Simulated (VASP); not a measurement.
# Zr (P6_3/mmc) in VASP: single point with PBEsol

Aim: the single point of Zr with PBEsol.

All numbers are computed with VASP 6.6.1; they aren't measurements. Logs are shortened: lines on timing, memory, paths and dates and some standing lists are left out, and cuts for length are marked.

**1. The cell of the first run**

It takes space group P6_3/mmc (No. 194, hexagonal). Conventional cell: a = 5.170 Å, b = 5.170 Å, c = 8.532 Å, α = 90.00°, β = 90.00°, γ = 120.00°. Zr (site symmetry 3m) has 4 Zr at 3.17 to 3.19 Å within 4.2 Å.

**2. Single point, PBEsol**

File INCAR:

```
SYSTEM = Zr
PREC     = Accurate       ! precision mode
ENCUT    = 520            ! plane-wave cutoff, eV
EDIFF    = 1E-7           ! SCF threshold, eV
ISMEAR   = 0              ! smearing method
SIGMA    = 0.1            ! smearing width, eV
LREAL    = .False.        ! projectors in reciprocal space
LASPH    = .True.         ! aspherical terms in the spheres
NELM     = 60             ! most SCF steps
ALGO     = Normal         ! electronic algorithm
ISIF     = 2              ! what is computed and relaxed
LWAVE    = .False.        ! write WAVECAR
LCHARG   = .False.        ! write CHGCAR
GGA      = PS             ! functional
NBANDS   = 32             ! bands
```

File KPOINTS:

```
regular mesh
0
Gamma
  6 6 2
  0 0 0
```

File POSCAR:

```
Zr
1.0
    5.1696394045      0.0000000000      0.0000000000
   -2.5848197023      4.4770390527      0.0000000000
    0.0000000000      0.0000000000      8.5316745991
Zr
4
Direct
    0.6666666667      0.3333333333      0.0629118567
    0.3333333333      0.6666666667      0.5629118567
    0.6666666667      0.3333333333      0.4370881433
    0.3333333333      0.6666666667      0.9370881433
```

Potentials or basis: VASP PAW PBE potentials, release 64 (Zr_sv).

The run is started by

```
$ cat potpaw_PBE.64/Zr_sv/POTCAR > POTCAR
$ mpirun -np 1 vasp_std > vasp.out
```

OUTCAR:

```text
SYSTEM = Zr
   PREC = Accurate
   ENCUT = 520
   EDIFF = 1E-7
   ISMEAR = 0
   LREAL = .False.
   LASPH = .True.
   NELM = 60
   ISIF = 2
   GGA = PS

 ion  position               nearest neighbor table
   1  0.667  0.333  0.063-   4 3.17   4 3.17   4 3.17   3 3.19
   2  0.333  0.667  0.563-   3 3.17   3 3.17   3 3.17   4 3.19
   3  0.667  0.333  0.437-   2 3.17   2 3.17   2 3.17   1 3.19
   4  0.333  0.667  0.937-   1 3.17   1 3.17   1 3.17   2 3.19

  LATTYP: Found a hexagonal cell.
 ALAT       =     5.1696394045
 C/A-ratio  =     1.6503423027

  Lattice vectors:

 A1 = (   5.1696394045,   0.0000000000,   0.0000000000)
 A2 = (  -2.5848197023,   4.4770390527,   0.0000000000)
 A3 = (   0.0000000000,   0.0000000000,   8.5316745991)

Analysis of symmetry for initial positions (statically):
=====================================================================
 Subroutine PRICEL returns:
 Original cell was already a primitive cell.

 Routine SETGRP: Setting up the symmetry group for a
 hexagonal supercell.

 Subroutine GETGRP returns: Found 24 space group operations
 (whereof 12 operations were pure point group operations)
 out of a pool of 24 trial point group operations.

The static configuration has the point symmetry D_3d.
 The point group associated with its full space group is D_6h.

Analysis of symmetry for dynamics (positions and initial velocities):
=====================================================================
 Subroutine PRICEL returns:
 Original cell was already a primitive cell.

 Routine SETGRP: Setting up the symmetry group for a
 hexagonal supercell.

 Subroutine GETGRP returns: Found 24 space group operations
 (whereof 12 operations were pure point group operations)
 out of a pool of 24 trial point group operations.

The dynamic configuration has the point symmetry D_3d.
 The point group associated with its full space group is D_6h.

 Subroutine INISYM returns: Found 24 space group operations
 (whereof 12 operations are pure point group operations),
 and found     1 'primitive' translations

----------------------------------------------------------------------------------------

                                     Primitive cell

  volume of cell :     197.4629

  direct lattice vectors                    reciprocal lattice vectors
     5.169639404  0.000000000  0.000000000     0.193437089  0.111680956  0.000000000
    -2.584819702  4.477039053  0.000000000     0.000000000  0.223361911  0.000000000
     0.000000000  0.000000000  8.531674599     0.000000000  0.000000000  0.117210284
[... 78 lines left out ...]
   LREAL  =      F    real-space projection
   EDIFFG = 0.1E-05   stopping-criterion for IOM
   NSW    =      0    number of steps for IOM
   IBRION =     -1    ionic relax: 0-MD 1-quasi-New 2-CG
   NFREE  =      0    steps in history (QN), initial steepest desc. (CG)
   ISIF   =      2    stress and relaxation
   ISYM   =      2    0-nonsym 1-usesym 2-fastsym
   POTIM  = 0.5000    time-step for ionic-motion
   TEBEG  =    0.0;   TEEND  =   0.0 temperature during run
   PSTRESS=    0.0 pullay stress
   NELECT =      48.0000    total number of electrons
   NUPDOWN=      -1.0000    fix difference up-down
   EMIN   =  10.00;   EMAX   =-10.00  energy-range for DOS
   EFERMI =   0.00;   METHOD = LEGACY
   ISMEAR =     0;   SIGMA  =   0.10  broadening in eV -4-tet -1-fermi 0-gaus
   EFERMI_NEDOS =   21; number of points for ismear=-14 and -15
   IALGO  =     38    algorithm
   IMIX   =      4    mixing-type and parameters
     AMIX     =   0.40;   BMIX     =  1.00
     AMIX_MAG =   1.60;   BMIX_MAG =  1.00
  volume/ion in A,a.u.               =      49.37       333.14
  Fermi-wavevector in a.u.,A,eV,Ry     =   1.021708  1.930748 14.202947  1.043887
  Thomas-Fermi vector in A             =   2.155347
   LORBIT       =      0    0 simple, 1 ext, 2 COOP (PROOUT), +10 PAW based schemes
   GGA     = PS    functional components
   LHFCALC =     F    Hartree Fock is set to
   AEXX    =    0.0000 exact exchange contribution
   IVDW    =     0    specifies the selected vdW correction
   LEPSILON=     F    determine dielectric tensor
   LRPA    =     F    only Hartree local field effects (RPA)
 non-spin polarized calculation
 Gauss-broadening in eV      SIGMA  =   0.10
  energy-cutoff  :      520.00
  volume of cell :      197.46
 maximum number of plane-waves:      5360
 NGX is ok and might be reduce to    40
   NGX = 19   NGY = 19   NGZ = 31

 number of electron      47.9999999 magnetization

 Free energy of the ion-electron system (eV)
  ---------------------------------------------------
  ext. energy  EPLUGINS =         0.00000000
  ---------------------------------------------------
  free energy    TOTEN  =       -23.86936835 eV

  energy without entropy =      -23.76251277  energy(sigma->0) =      -23.81594056

 E-fermi :   2.1619     XC(G=0):  -7.8684

 val. band max:        2.1529653656   @ k =   0.0000   0.0000   0.5000
 cond. band min:       2.1750912103   @ k =   0.1667  -0.0000   0.0000
 fundamental gap:      0.0221258447
 Fermi energy:         2.1619483604

 k-point     1 :       0.0000    0.0000    0.0000
  band No.  band energies     occupation
      1     -47.0850      2.00000
      2     -47.0614      2.00000
      3     -47.0088      2.00000
      4     -46.9851      2.00000
      5     -25.2080      2.00000
      6     -25.2080      2.00000
[... 479 lines left out ...]
     31       3.5527      0.00000
     32       3.5527      0.00000

------------------------ aborting loop because EDIFF is reached ----------------------------------------

  FORCE on cell =-STRESS in cart. coord.  units (eV):
  Direction    XX          YY          ZZ          XY          YZ          ZX
  --------------------------------------------------------------------------------------
  -------------------------------------------------------------------------------------
  Total       -9.0214168     -9.0214168     -9.4889084      0.0000000      0.0000000      0.0000000
  in kB      -73.1981182    -73.1981182    -76.9912584      0.0000000      0.0000000      0.0000000
  external PRESSURE =     -74.4624982 kB  Pullay stress =       0.0000000 kB

 VOLUME and BASIS-vectors are now :
 -----------------------------------------------------------------------------
  energy-cutoff  :      520.00
  volume of cell :      197.46
      direct lattice vectors                 reciprocal lattice vectors
     5.169639404  0.000000000  0.000000000     0.193437089  0.111680956  0.000000000
    -2.584819702  4.477039053  0.000000000     0.000000000  0.223361911  0.000000000
     0.000000000  0.000000000  8.531674599     0.000000000  0.000000000  0.117210284

 POSITION                                       TOTAL-FORCE (eV/Angst)
 -----------------------------------------------------------------------------------
      2.58482      1.49235      0.53674         0.000000     -0.000000     -0.092383
     -0.00000      2.98469      4.80258        -0.000000      0.000000     -0.092383
      2.58482      1.49235      3.72909         0.000000     -0.000000      0.092383
     -0.00000      2.98469      7.99493        -0.000000      0.000000      0.092383
 -----------------------------------------------------------------------------------
    total drift:                               -0.000000     -0.000000     -0.000000

  FREE ENERGIE OF THE ION-ELECTRON SYSTEM (eV)
  ---------------------------------------------------
  free  energy   TOTEN  =       -23.8693683450 eV

  energy  without entropy=      -23.7625127654  energy(sigma->0) =      -23.81594056
```

Wall time 1.8 min (1 thread of Intel Xeon 6975P-C, shared host); peak memory 0.33 GiB.

Results:

```
Free energy            : -23.8694 eV
Pressure               : -7.4 GPa
Largest force          : 0.092 eV/Å
Band gap on the k mesh : zero (band 24 reaches 2.23 eV, above the bottom of band 25 at 1.94 eV)
```

Forces in eV/Å, atoms in the order of the input:
```
Zr   0.000  0.000 -0.092
Zr   0.000  0.000 -0.092
Zr   0.000  0.000  0.092
Zr   0.000  0.000  0.092
```

Stress tensor (GPa, compression positive):
```
-7.32  0.00  0.00
 0.00 -7.32  0.00
 0.00  0.00 -7.70
```

Caveat: the k points lie up to 0.37 Å⁻¹ apart; the PAW data sets were made with another functional, which shifts forces and pressure a little.
